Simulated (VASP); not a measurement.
# CsCl (Pm-3m) in VASP: notebook, part 2 of 2

VASP 6.6.1. Earlier steps stand in the parts before.

### Step 4. Single point, r2SCAN (strained)

The input, POSCAR:

```
CsCl
1.0
    4.0247076800      0.0000000000      0.0000000000
    0.0000000000      4.0247076800      0.0000000000
    0.0000000000      0.0000000000      4.0247076800
Cs Cl
1 1
Direct
    0.0000000000      0.0000000000      0.0000000000
    0.5000000000      0.5000000000      0.5000000000
```

The input, INCAR.step1:

```
SYSTEM = CsCl
  PREC = Accurate
  ENCUT = 550
  ISMEAR = 0
  SIGMA = 0.02
  LREAL = .False.
  LASPH = .True.
  NELM = 120
  NBANDS = 15
  GGA = PE
  ALGO = Normal
  EDIFF = 1E-5
  LWAVE = .True.
  LCHARG = .False.
  GGA_COMPAT = .False.
```

The input, INCAR.step2:

```
SYSTEM = CsCl
  PREC = Accurate
  ENCUT = 550
  EDIFF = 1E-6
  ISMEAR = 0
  SIGMA = 0.02
  LREAL = .False.
  LASPH = .True.
  NELM = 120
  ALGO = Normal
  ISIF = 2
  LWAVE = .False.
  LCHARG = .False.
  METAGGA = R2SCAN
  LMIXTAU = .True.
  NBANDS = 15
  ISTART = 1
  GGA_COMPAT = .False.
```

The input, KPOINTS:

```
Automatic mesh
0
Gamma
  6 6 6
  0 0 0
```

Potentials or basis: VASP PAW PBE potentials, release 64 (Cs_sv, Cl).

Launch:

```bash
$ cat potpaw_PBE.64/Cs_sv/POTCAR potpaw_PBE.64/Cl/POTCAR > POTCAR
$ cp INCAR.step1 INCAR
$ mpirun -np 1 vasp_std > vasp.out
$ cp INCAR.step2 INCAR
$ mpirun -np 1 vasp_std > vasp.out
```

OUTCAR:

```text
SYSTEM = CsCl
   PREC = Accurate
   ENCUT = 550
   EDIFF = 1E-6
   ISMEAR = 0
   LREAL = .False.
   LASPH = .True.
   NELM = 120
   ISIF = 2
   METAGGA = R2SCAN
   ISTART = 1

 ion  position               nearest neighbor table
   1  0.000  0.000  0.000-
   2  0.500  0.500  0.500-

  LATTYP: Found a simple cubic cell.
 ALAT       =     4.0247076800

  Lattice vectors:

 A1 = (   4.0247076800,   0.0000000000,   0.0000000000)
 A2 = (   0.0000000000,   4.0247076800,   0.0000000000)
 A3 = (   0.0000000000,   0.0000000000,   4.0247076800)

Analysis of symmetry for initial positions (statically):
=====================================================================
 Subroutine PRICEL returns:
 Original cell was already a primitive cell.

 Routine SETGRP: Setting up the symmetry group for a
 simple cubic supercell.

 Subroutine GETGRP returns: Found 48 space group operations
 (whereof 48 operations were pure point group operations)
 out of a pool of 48 trial point group operations.

The static configuration has the point symmetry O_h .

Analysis of symmetry for dynamics (positions and initial velocities):
=====================================================================
 Subroutine PRICEL returns:
 Original cell was already a primitive cell.

 Routine SETGRP: Setting up the symmetry group for a
 simple cubic supercell.

 Subroutine GETGRP returns: Found 48 space group operations
 (whereof 48 operations were pure point group operations)
 out of a pool of 48 trial point group operations.

The dynamic configuration has the point symmetry O_h .

 Subroutine INISYM returns: Found 48 space group operations
 (whereof 48 operations are pure point group operations),
 and found     1 'primitive' translations

----------------------------------------------------------------------------------------

                                     Primitive cell

  volume of cell :      65.1933

  direct lattice vectors                    reciprocal lattice vectors
     4.024707680  0.000000000  0.000000000     0.248465250  0.000000000  0.000000000
     0.000000000  4.024707680  0.000000000     0.000000000  0.248465250  0.000000000
     0.000000000  0.000000000  4.024707680     0.000000000  0.000000000  0.248465250

  length of vectors
     4.024707680  4.024707680  4.024707680     0.248465250  0.248465250  0.248465250

  position of ions in fractional coordinates (direct lattice)
     0.000000000  0.000000000  0.000000000
     0.500000000  0.500000000  0.500000000

  ion indices of the primitive-cell ions
   primitive index   ion index
                 1           1
                 2           2

----------------------------------------------------------------------------------------

 KPOINTS: Automatic mesh

Automatic generation of k-mesh.
 Grid dimensions read from file:
 generate k-points for:    6    6    6

 Generating k-lattice:

  Cartesian coordinates                     Fractional coordinates (reciprocal lattice)
     0.041410875  0.000000000  0.000000000     0.166666667  0.000000000  0.000000000
     0.000000000  0.041410875  0.000000000     0.000000000  0.166666667  0.000000000
     0.000000000  0.000000000  0.041410875     0.000000000  0.000000000  0.166666667

  Length of vectors
     0.041410875  0.041410875  0.041410875

  Shift w.r.t. Gamma in fractional coordinates (k-lattice)
     0.000000000  0.000000000  0.000000000

 Subroutine IBZKPT returns following result:
 ===========================================

 Found     20 irreducible k-points:

 Following reciprocal coordinates:
            Coordinates               Weight
  0.000000  0.000000  0.000000      1.000000
  0.166667  0.000000  0.000000      6.000000
  0.333333  0.000000  0.000000      6.000000
  0.500000  0.000000  0.000000      3.000000
  0.166667  0.166667  0.000000     12.000000
  0.333333  0.166667  0.000000     24.000000
[... 12 lines left out ...]
  0.500000  0.500000  0.333333      6.000000
  0.500000  0.500000  0.500000      1.000000
   k-points           NKPTS =     20   k-points in BZ     NKDIM =     20   number of bands    NBANDS=     15
   number of dos      NEDOS =    301   number of ions     NIONS =      2
   total plane-waves  NPLWV =  32768
   dimension x,y,z NGX =    32 NGY =   32 NGZ =   32
   dimension x,y,z NGXF=    64 NGYF=   64 NGZF=   64
   ions per type =               1   1
   NGX,Y,Z   is equivalent  to a cutoff of  13.22, 13.22, 13.22 a.u.
   NGXF,Y,Z  is equivalent  to a cutoff of  26.44, 26.44, 26.44 a.u.
 SYSTEM =  CsCl
   PREC   = accura    normal or accurate (medium, high low for compatibility)
   ISTART =      1    job   : 0-new  1-cont  2-samecut
   ICHARG =      0    charge: 1-file 2-atom 10-const
   ISPIN  =      1    spin polarized calculation?
   LNONCOLLINEAR =      F non collinear calculations
   LSORBIT =      F    spin-orbit coupling
   LASPH  =      T    aspherical Exc in radial PAW
   ENCUT  =  550.0 eV  40.42 Ry    6.36 a.u.   7.70  7.70  7.70*2*pi/ulx,y,z
   NELM   =    120;   NELMIN=  2; NELMDL=  0     # of ELM steps
   EDIFF  = 0.1E-05   stopping-criterion for ELM
   LREAL  =      F    real-space projection
   EDIFFG = 0.1E-04   stopping-criterion for IOM
   NSW    =      0    number of steps for IOM
   IBRION =     -1    ionic relax: 0-MD 1-quasi-New 2-CG
   NFREE  =      0    steps in history (QN), initial steepest desc. (CG)
   ISIF   =      2    stress and relaxation
   ISYM   =      2    0-nonsym 1-usesym 2-fastsym
   POTIM  = 0.5000    time-step for ionic-motion
   TEBEG  =    0.0;   TEEND  =   0.0 temperature during run
   PSTRESS=    0.0 pullay stress
   NELECT =      16.0000    total number of electrons
   NUPDOWN=      -1.0000    fix difference up-down
   EMIN   =  10.00;   EMAX   =-10.00  energy-range for DOS
   EFERMI =   0.00;   METHOD = LEGACY
   ISMEAR =     0;   SIGMA  =   0.02  broadening in eV -4-tet -1-fermi 0-gaus
   EFERMI_NEDOS =   21; number of points for ismear=-14 and -15
   IALGO  =     38    algorithm
   IMIX   =      4    mixing-type and parameters
     AMIX     =   0.40;   BMIX     =  1.00
     AMIX_MAG =   1.60;   BMIX_MAG =  1.00
  volume/ion in A,a.u.               =      32.60       219.97
  Fermi-wavevector in a.u.,A,eV,Ry     =   1.024976  1.936924 14.293959  1.050576
  Thomas-Fermi vector in A             =   2.158792
   LORBIT       =      0    0 simple, 1 ext, 2 COOP (PROOUT), +10 PAW based schemes
   METAGGA = R2SCAN    functional components
   LHFCALC =     F    Hartree Fock is set to
   AEXX    =    0.0000 exact exchange contribution
   IVDW    =     0    specifies the selected vdW correction
   LEPSILON=     F    determine dielectric tensor
   LRPA    =     F    only Hartree local field effects (RPA)
 non-spin polarized calculation
 Gauss-broadening in eV      SIGMA  =   0.02
  energy-cutoff  :      550.00
  volume of cell :       65.19
 maximum number of plane-waves:      1935
 NGX is ok and might be reduce to    32
   NGX = 15   NGY = 15   NGZ = 15

 number of electron      15.9999999 magnetization

 Free energy of the ion-electron system (eV)
  ---------------------------------------------------
  ext. energy  EPLUGINS =         0.00000000
  ---------------------------------------------------
  free energy    TOTEN  =       -35.49005437 eV

  energy without entropy =      -35.49005437  energy(sigma->0) =      -35.49005437

 E-fermi :  -0.0871     XC(G=0):  -9.0266

 val. band max:       -0.2767929762   @ k =   0.0000   0.0000   0.0000
 cond. band min:       5.5375751462   @ k =   0.0000   0.0000   0.0000
 fundamental gap:      5.8143681225
 Fermi energy:        -0.0871340543

 k-point     1 :       0.0000    0.0000    0.0000
  band No.  band energies     occupation
      1     -20.0919      2.00000
      2     -13.1141      2.00000
      3      -6.1431      2.00000
      4      -6.1431      2.00000
      5      -6.1431      2.00000
      6      -0.2768      2.00000
      7      -0.2768      2.00000
      8      -0.2768      2.00000
      9       5.5376      0.00000
     10       5.5376      0.00000
     11       6.1698      0.00000
     12      10.7152      0.00000
     13      10.7152      0.00000
     14      10.7152      0.00000
[... 329 lines left out ...]
      2     -12.9258      2.00000
      3      -6.7747      2.00000
      4      -6.7747      2.00000
      5      -6.7747      2.00000
      6      -1.5775      2.00000
      7      -1.5775      2.00000
      8      -1.5775      2.00000
      9       9.2368      0.00000
     10       9.2368      0.00000
     11       9.2368      0.00000
     12      11.4920      0.00000
     13      11.4920      0.00000
     14      11.4920      0.00000
     15      13.3732      0.00000

------------------------ aborting loop because EDIFF is reached ----------------------------------------

  FORCE on cell =-STRESS in cart. coord.  units (eV):
  Direction    XX          YY          ZZ          XY          YZ          ZX
  --------------------------------------------------------------------------------------
  -------------------------------------------------------------------------------------
  Total        0.8166633      0.8166633      0.8166633      0.0000000      0.0000000      0.0000000
  in kB       20.0701489     20.0701489     20.0701489      0.0000000      0.0000000      0.0000000
  external PRESSURE =      20.0701489 kB  Pullay stress =       0.0000000 kB

 VOLUME and BASIS-vectors are now :
 -----------------------------------------------------------------------------
  energy-cutoff  :      550.00
  volume of cell :       65.19
      direct lattice vectors                 reciprocal lattice vectors
     4.024707680  0.000000000  0.000000000     0.248465250  0.000000000  0.000000000
     0.000000000  4.024707680  0.000000000     0.000000000  0.248465250  0.000000000
     0.000000000  0.000000000  4.024707680     0.000000000  0.000000000  0.248465250

 POSITION                                       TOTAL-FORCE (eV/Angst)
 -----------------------------------------------------------------------------------
      0.00000      0.00000      0.00000         0.000000      0.000000      0.000000
      2.01235      2.01235      2.01235         0.000000      0.000000      0.000000
 -----------------------------------------------------------------------------------
    total drift:                                0.000000      0.000000     -0.000000

  FREE ENERGIE OF THE ION-ELECTRON SYSTEM (eV)
  ---------------------------------------------------
  free  energy   TOTEN  =       -35.4900543659 eV

  energy  without entropy=      -35.4900543659  energy(sigma->0) =      -35.49005437
```

Run time: 35 s. Hardware: 1 thread of Intel Xeon Platinum 8559C (Emerald Rapids), shared host; peak memory 0.19 GiB.

What came out:

| Quantity | Value |
| --- | --- |
| Free energy | -35.4901 eV |
| Pressure | 2.0 GPa |
| Band gap on the k mesh | 5.81 eV |

Caveat: the cell differs from its parent crystal (strained); the PAW data sets were made with another functional, which shifts forces and pressure a little; spin-orbit coupling is left out, which moves the levels of the heavy elements. A k mesh can miss the band edges.

### Step 5. Summary

| level | cell | k mesh | cutoff (eV) | smearing | gap on the mesh (eV) | pressure (GPa) |
| --- | --- | --- | --- | --- | --- | --- |
| PBEsol | a = 4.065 Å, 2 atoms | 6 × 6 × 6 | 500 | gaussian 0.02 eV | 5.21 | 0.1 |
| PBEsol | a = 4.123 Å, 2 atoms | 4 × 4 × 4 | 500 | gaussian 0.1 eV | 5.05 | -0.6 |
| r2SCAN | a = 4.025 Å, 2 atoms | 6 × 6 × 6 | 550 | gaussian 0.02 eV | 5.81 | 2.0 |

Alike in all rows: task single point; potentials or basis VASP PAW PBE potentials, release 64 (Cs_sv, Cl); no spin polarisation.

Caveats: the PAW data sets were made with another functional, which shifts forces and pressure a little; spin-orbit coupling is left out, which moves the levels of the heavy elements.

Total energies depend on the potentials used, so only differences within one code and one set of settings carry meaning.
